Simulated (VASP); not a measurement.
Here is a VASP 6.6.1 calculation.

File INCAR:

```
SYSTEM = BaTiO3
ALGO = Normal
EDIFF = 1E-6
ENCUT = 520
GGA = PE
ISIF = 2
ISMEAR = 0
LASPH = .True.
LCHARG = .False.
LREAL = .False.
LWAVE = .False.
NBANDS = 28
NELM = 60
PREC = Accurate
SIGMA = 0.01
```

The input KPOINTS:

```
k-points
0
Gamma
  6 6 6
  0 0 0
```

File POSCAR:

```
BaTiO3
1.0
    3.9853657018      0.0000000000      0.0000000000
    0.0000000000      3.9853657018      0.0000000000
    0.0000000000      0.0000000000      4.2026010011
Ba Ti O
1 1 3
Direct
    0.0000000000      0.0000000000     -0.0105308384
    0.5000000000      0.5000000000      0.4720460841
    0.5000000000      0.5000000000      0.0408253735
    0.5000000000      0.0000000000      0.5203296904
    0.0000000000      0.5000000000      0.5203296904
```

Potentials or basis: VASP PAW PBE potentials, release 64 (Ba_sv, Ti_sv, O).

Run with:

```console
$ cat potpaw_PBE.64/Ba_sv/POTCAR potpaw_PBE.64/Ti_sv/POTCAR potpaw_PBE.64/O/POTCAR > POTCAR
$ mpirun -np 1 vasp_std > vasp.out
```

Problem. Predict the band gap on the k mesh.

Solution. 1.79 eV (least direct gap 2.36 eV).

Problem. Predict the pressure.

Solution. 1.6 GPa.

Problem. Predict the largest force.

Solution. 0.081 eV/Å.

Forces in eV/Å, atoms in the order of the input:
```
Ba   0.000  0.000  0.043
Ti   0.000  0.000  0.081
O    0.000  0.000 -0.076
O    0.000  0.000 -0.025
O    0.000  0.000 -0.025
```

Caveat: spin-orbit coupling is left out, which moves the levels of the heavy elements. A k mesh can miss the band edges.
